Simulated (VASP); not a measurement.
# Be in VASP: a series of runs

Runs on Be. Level: PBE. Tasks: single point.

Everything below comes from runs of VASP 6.6.1. Logs are shortened: lines on timing, memory, paths and dates and some standing lists are left out, and cuts for length are marked.

**1. The cell of the first run**

The cell holds a sheet with vacuum, 3 atoms: a = 2.016 Å, b = 2.016 Å, c = 34.024 Å, α = 90.00°, β = 90.00°, γ = 90.00°.

**2. Single point, PBE**

INCAR reads:

```
  PREC = Accurate
  ENCUT = 520
  EDIFF = 1E-6
  ISMEAR = 0
  SIGMA = 0.1
  LREAL = False
  LASPH = True
  NELM = 100
  ALGO = Normal
  ISIF = 2
  LWAVE = False
  LCHARG = False
  LDIPOL = True
  IDIPOL = 3
  DIPOL = 0.5 0.5 0.250
  GGA = PE
  NBANDS = 10
```

KPOINTS reads:

```
Automatic mesh
0
Gamma
  22 22 1
```

POSCAR reads:

```
Be
1.0
    2.0157136274      0.0000000000      0.0000000000
    0.0000000000      2.0157136274      0.0000000000
    0.0000000000      0.0000000000     34.0244180197
Be
3
Direct
    0.5000000000      0.5000000000      0.3260179831
    0.5000000000      0.5000000000      0.1736231860
    0.5000000000      0.5000000000      0.2498205846
```

Potentials or basis: VASP PAW PBE potentials, release 64 (Be).

Launch:

```console
cat potpaw_PBE.64/Be/POTCAR > POTCAR
mpirun -np 1 vasp_std > vasp.out
```

OUTCAR:

```text
PREC = Accurate
   ENCUT = 520
   EDIFF = 1E-6
   ISMEAR = 0
   LREAL = False
   LASPH = True
   NELM = 100
   ISIF = 2
   GGA = PE

 ion  position               nearest neighbor table
   1  0.500  0.500  0.326-
   2  0.500  0.500  0.174-
   3  0.500  0.500  0.250-

  LATTYP: Found a simple tetragonal cell.
 ALAT       =     2.0157136274
 C/A-ratio  =    16.8795892220

  Lattice vectors:

 A1 = (   2.0157136274,   0.0000000000,   0.0000000000)
 A2 = (   0.0000000000,   2.0157136274,   0.0000000000)
 A3 = (   0.0000000000,   0.0000000000,  34.0244180197)

Analysis of symmetry for initial positions (statically):
=====================================================================
 Subroutine PRICEL returns:
 Original cell was already a primitive cell.

 Routine SETGRP: Setting up the symmetry group for a
 simple tetragonal supercell.

 Subroutine GETGRP returns: Found 16 space group operations
 (whereof  8 operations were pure point group operations)
 out of a pool of 16 trial point group operations.

The static configuration has the point symmetry C_4v.
 The point group associated with its full space group is D_4h.

Analysis of symmetry for dynamics (positions and initial velocities):
=====================================================================
 Subroutine PRICEL returns:
 Original cell was already a primitive cell.

 Routine SETGRP: Setting up the symmetry group for a
 simple tetragonal supercell.

 Subroutine GETGRP returns: Found 16 space group operations
 (whereof  8 operations were pure point group operations)
 out of a pool of 16 trial point group operations.

The dynamic configuration has the point symmetry C_4v.
 The point group associated with its full space group is D_4h.

 Subroutine INISYM returns: Found 16 space group operations
 (whereof  8 operations are pure point group operations),
 and found     1 'primitive' translations

----------------------------------------------------------------------------------------

                                     Primitive cell

  volume of cell :     138.2447

  direct lattice vectors                    reciprocal lattice vectors
     2.015713627  0.000000000  0.000000000     0.496102217  0.000000000  0.000000000
     0.000000000  2.015713627  0.000000000     0.000000000  0.496102217  0.000000000
     0.000000000  0.000000000 34.024418020     0.000000000  0.000000000  0.029390657

  length of vectors
     2.015713627  2.015713627 34.024418020     0.496102217  0.496102217  0.029390657

  position of ions in fractional coordinates (direct lattice)
     0.500000000  0.500000000  0.326017983
     0.500000000  0.500000000  0.173623186
     0.500000000  0.500000000  0.249820585

[... 96 lines left out ...]
     AMIX     =   0.40;   BMIX     =  1.00
     AMIX_MAG =   1.60;   BMIX_MAG =  1.00
  volume/ion in A,a.u.               =      46.08       310.97
  Fermi-wavevector in a.u.,A,eV,Ry     =   0.575320  1.087196  4.503427  0.330993
  Thomas-Fermi vector in A             =   1.617367
   LORBIT       =      0    0 simple, 1 ext, 2 COOP (PROOUT), +10 PAW based schemes
   GGA     = PE    functional components
   LHFCALC =     F    Hartree Fock is set to
   AEXX    =    0.0000 exact exchange contribution
   IVDW    =     0    specifies the selected vdW correction
   LEPSILON=     F    determine dielectric tensor
   LRPA    =     F    only Hartree local field effects (RPA)
 non-spin polarized calculation
 Gauss-broadening in eV      SIGMA  =   0.10
  energy-cutoff  :      520.00
  volume of cell :      138.24
 maximum number of plane-waves:      3773
 NGX is ok and might be reduce to    16
   NGX =  7   NGY =  7   NGZ =127

 dipolmoment           0.000000      0.000000      0.000000 electrons x Angstroem

 number of electron       6.0000000 magnetization

 dipolmoment           0.000000      0.000000     -0.000000 electrons x Angstroem

 Free energy of the ion-electron system (eV)
  ---------------------------------------------------
  ext. energy  EPLUGINS =         0.00000000
  ---------------------------------------------------
  free energy    TOTEN  =        -8.34301483 eV

  energy without entropy =       -8.33905200  energy(sigma->0) =       -8.34103341

 E-fermi :  -2.4629     XC(G=0):  -2.6575

 val. band max:       -2.4835899489   @ k =   0.2273   0.2273   0.0000
 cond. band min:      -2.4582211307   @ k =   0.5000   0.2273   0.0000
 fundamental gap:      0.0253688182
 Fermi energy:        -2.4629013678

 k-point     1 :       0.0000    0.0000    0.0000
  band No.  band energies     occupation
      1     -11.3719      2.00000
      2     -10.1554      2.00000
      3      -8.1595      2.00000
      4      -5.9795      2.00000
      5      -2.8614      2.00000
      6       0.3097      0.00000
      7       1.7135      0.00000
      8       2.0177      0.00000
      9       2.0864      0.00000
     10       2.5299      0.00000
[... 287 lines left out ...]
 k-point    24 :       0.0909    0.0909    0.0000
  band No.  band energies     occupation
      1     -10.9071      2.00000
      2      -9.6934      2.00000
      3      -7.7544      2.00000
      4      -5.4184      2.00000
      5      -2.3508      0.11280
      6       0.8247      0.00000
      7       2.3119      0.00000
      8       2.6194      0.00000
      9       2.6953      0.00000
     10       3.1346      0.00000

 [... further k-points ...]

------------------------ aborting loop because EDIFF is reached ----------------------------------------

 vacuum level on the upper side and lower side of the slab       (xc-potential included)        -0.014        -0.013

  FORCE on cell =-STRESS in cart. coord.  units (eV):
  Direction    XX          YY          ZZ          XY          YZ          ZX
  --------------------------------------------------------------------------------------
  -------------------------------------------------------------------------------------
  Total        0.0243172      0.0243172      0.0004745      0.0000000      0.0000000     -0.0000000
  in kB        0.2818220      0.2818220      0.0054994      0.0000000      0.0000000     -0.0000000
  external PRESSURE =       0.1897145 kB  Pullay stress =       0.0000000 kB

 VOLUME and BASIS-vectors are now :
 -----------------------------------------------------------------------------
  energy-cutoff  :      520.00
  volume of cell :      138.24
      direct lattice vectors                 reciprocal lattice vectors
     2.015713627  0.000000000  0.000000000     0.496102217  0.000000000  0.000000000
     0.000000000  2.015713627  0.000000000     0.000000000  0.496102217  0.000000000
     0.000000000  0.000000000 34.024418020     0.000000000  0.000000000  0.029390657

 POSITION                                       TOTAL-FORCE (eV/Angst)
 -----------------------------------------------------------------------------------
      1.00786      1.00786     11.09257         0.000000      0.000000      0.000241
      1.00786      1.00786      5.90743        -0.000000     -0.000000     -0.000241
      1.00786      1.00786      8.50000        -0.000000      0.000000      0.000000
 -----------------------------------------------------------------------------------
    total drift:                                0.000000     -0.000000     -0.000003

  FREE ENERGIE OF THE ION-ELECTRON SYSTEM (eV)
  ---------------------------------------------------
  free  energy   TOTEN  =        -8.3430148254 eV

  energy  without entropy=       -8.3390520032  energy(sigma->0) =       -8.34103341

 vacuum level on the upper side and lower side of the slab         2.011         2.011
```

OSZICAR:

```text
N       E                     dE             d eps       ncg     rms          rms(c)
DAV:   1     0.150001246176E+02    0.15000E+02   -0.24261E+03  1560   0.427E+02
DAV:   2    -0.826499111827E+01   -0.23265E+02   -0.21691E+02  2560   0.705E+01
DAV:   3    -0.886949569396E+01   -0.60450E+00   -0.60145E+00  2030   0.120E+01
[... 12 lines left out ...]
DAV:  16    -0.834298998524E+01   -0.24461E-04   -0.25014E-06  1880   0.421E-03    0.547E-04
DAV:  17    -0.834300913418E+01   -0.19149E-04   -0.25467E-06  1660   0.251E-03    0.206E-04
DAV:  18    -0.834301147682E+01   -0.23426E-05   -0.85394E-08  1820   0.651E-04    0.154E-04
DAV:  19    -0.834301419623E+01   -0.27194E-05   -0.14112E-07  1596   0.505E-04    0.782E-05
DAV:  20    -0.834301482539E+01   -0.62916E-06   -0.54635E-09  1448   0.186E-04
   1 F= -.83430148E+01 E0= -.83410334E+01  d E =-.396282E-02
```

stdout:

```text
POSCAR found type information on POSCAR Be
 POSCAR found :  1 types and       3 ions
 scaLAPACK will be used
 LDA part: xc-table for (Slater+PW92), standard interpolation
 POSCAR, INCAR and KPOINTS ok, starting setup
 FFT: planning ... GRIDC
 FFT: planning ... GRID_SOFT
 FFT: planning ... GRID
 WAVECAR not read
 entering main loop
```

Wall time 2.1 min (1 thread of Intel Xeon Platinum 8488C (Sapphire Rapids), shared host); peak memory 0.27 GiB.

Results:

```yaml
Free_energy: -8.3430 eV
Band_gap_on_the_k_mesh: zero (bands 3 and 4 overlap by 7.14 eV)
```

**3. Single point, PBE**

INCAR reads:

```
ALGO = Normal
DIPOL = 0.5 0.5 0.250
EDIFF = 1E-6
ENCUT = 520
GGA = PE
IDIPOL = 3
ISIF = 2
ISMEAR = 0
LASPH = T
LCHARG = T
LDIPOL = T
LELF = T
LREAL = F
LVACPOTAV = T
LVHAR = T
LWAVE = F
NBANDS = 10
NELM = 100
PREC = Accurate
SIGMA = 0.1
```

KPOINTS reads:

```
k-points
0
Gamma
  22 22 1
```

POSCAR is that of step 2.

Potentials or basis: VASP PAW PBE potentials, release 64 (Be).

Launch:

```console
cat potpaw_PBE.64/Be/POTCAR > POTCAR
mpirun -np 1 vasp_std > vasp.out
```

OUTCAR:

```text
EDIFF = 1E-6
   ENCUT = 520
   GGA = PE
   ISIF = 2
   ISMEAR = 0
   LASPH = T
   LREAL = F
   NELM = 100
   PREC = Accurate

 ion  position               nearest neighbor table
   1  0.500  0.500  0.326-
   2  0.500  0.500  0.174-
   3  0.500  0.500  0.250-

  LATTYP: Found a simple tetragonal cell.
 ALAT       =     2.0157136274
 C/A-ratio  =    16.8795892220

  Lattice vectors:

[... 509 lines left out ...]

  FORCE on cell =-STRESS in cart. coord.  units (eV):
  Direction    XX          YY          ZZ          XY          YZ          ZX
  --------------------------------------------------------------------------------------
  -------------------------------------------------------------------------------------
  Total        0.0243172      0.0243172      0.0004745      0.0000000      0.0000000     -0.0000000
  in kB        0.2818220      0.2818220      0.0054994      0.0000000      0.0000000     -0.0000000
  external PRESSURE =       0.1897145 kB  Pullay stress =       0.0000000 kB

 VOLUME and BASIS-vectors are now :
 -----------------------------------------------------------------------------
  energy-cutoff  :      520.00
  volume of cell :      138.24
      direct lattice vectors                 reciprocal lattice vectors
     2.015713627  0.000000000  0.000000000     0.496102217  0.000000000  0.000000000
     0.000000000  2.015713627  0.000000000     0.000000000  0.496102217  0.000000000
     0.000000000  0.000000000 34.024418020     0.000000000  0.000000000  0.029390657

 POSITION                                       TOTAL-FORCE (eV/Angst)
 -----------------------------------------------------------------------------------
      1.00786      1.00786     11.09257         0.000000      0.000000      0.000241
      1.00786      1.00786      5.90743        -0.000000     -0.000000     -0.000241
      1.00786      1.00786      8.50000        -0.000000      0.000000      0.000000
 -----------------------------------------------------------------------------------
    total drift:                                0.000000     -0.000000     -0.000003

  FREE ENERGIE OF THE ION-ELECTRON SYSTEM (eV)
  ---------------------------------------------------
  free  energy   TOTEN  =        -8.3430148254 eV

  energy  without entropy=       -8.3390520032  energy(sigma->0) =       -8.34103341

 vacuum level on the upper side and lower side of the slab         2.030         2.030
```

It took 1.9 min on 1 thread of Intel Xeon Platinum 8488C (Sapphire Rapids), shared host; peak memory 0.28 GiB.

Results:

```
Free energy            : -8.3430 eV
Band gap on the k mesh : zero (bands 3 and 4 overlap by 7.14 eV)
```

Levels at points of the mesh, in eV from the Fermi level:
```
           k point  band 1  band 2  band 3  band 4  band 5  band 6
(0.00, 0.00, 0.00)   -8.91   -7.69   -5.70   -3.52   -0.40    2.77
(0.50, 0.00, 0.00)   -3.60   -2.66   -1.72    0.54    1.37    3.99
(0.50, 0.50, 0.00)    2.81    2.81    3.62    3.62    4.34    4.34
```

**4. Single point, PBE**

INCAR reads:

```
SYSTEM = Be
PREC = Accurate ; ENCUT = 520
EDIFF = 1E-6 ; ISMEAR = 0
SIGMA = 0.1 ; LREAL = .False.
LASPH = .True. ; NELM = 100
ALGO = Normal ; ISIF = 2
LWAVE = .False. ; LCHARG = .False.
LDIPOL = .True. ; IDIPOL = 3
DIPOL = 0.5 0.5 0.250 ; GGA = PE
NBANDS = 10
```

KPOINTS reads:

```
regular mesh
0
Gamma
  22 22 1
  0 0 0
```

POSCAR is that of step 3.

Launch:

```console
cat potpaw_PBE.64/Be/POTCAR > POTCAR
mpirun -np 1 vasp_std > vasp.out
```

Wall time 1.8 min (1 thread of Intel Xeon Platinum 8488C (Sapphire Rapids), shared host); peak memory 0.27 GiB.

It converged, with:

```yaml
Free_energy: -8.3430 eV
Band_gap_on_the_k_mesh: zero (bands 3 and 4 overlap by 7.14 eV)
```

Levels at points of the mesh, in eV from the Fermi level:
```csv
k point,band 1,band 2,band 3,band 4,band 5,band 6,band 7
"(0.00, 0.00, 0.00)",-8.91,-7.69,-5.70,-3.52,-0.40,2.77,4.18
"(0.50, 0.00, 0.00)",-3.60,-2.66,-1.72,0.54,1.37,3.99,4.41
"(0.50, 0.50, 0.00)",2.81,2.81,3.62,3.62,4.34,4.34,9.06
```
